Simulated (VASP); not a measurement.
Here is a VASP 6.6.1 calculation.

File INCAR:

```
  PREC = Accurate
  ENCUT = 520
  EDIFF = 1E-7
  ISMEAR = 0
  SIGMA = 0.1
  LREAL = False
  LASPH = True
  NELM = 100
  ALGO = Normal
  ISIF = 2
  LWAVE = False
  LCHARG = True
  GGA = PE
  LELF = True
  LVHAR = True
  NBANDS = 18
```

File KPOINTS:

```
regular mesh
0
Gamma
  18 18 6
```

POSCAR

```
NaOs2
1.0
    2.7604078533      0.0000000000      0.0000000000
   -1.3802039266      2.3905833258      0.0000000000
    0.0000000000      0.0000000000      7.5798088748
Na Os
1 2
Direct
    0.0000000000      0.0000000000      0.0000000000
    0.3333333333      0.6666666667      0.6342705322
    0.6666666667      0.3333333333      0.3657294678
```

Potentials or basis: VASP PAW PBE potentials, release 64 (Na_pv, Os).

Run with:

```bash
$ cat potpaw_PBE.64/Na_pv/POTCAR potpaw_PBE.64/Os/POTCAR > POTCAR
$ mpirun -np 1 vasp_std > vasp.out
```

Task: Predict the pressure.

Result: -0.1 GPa.

Task: Estimate the largest force.

Result: 0.017 eV/Å.

Stress tensor (GPa, compression positive):
```
 0.02  0.00  0.00
 0.00  0.02  0.00
 0.00  0.00 -0.23
```
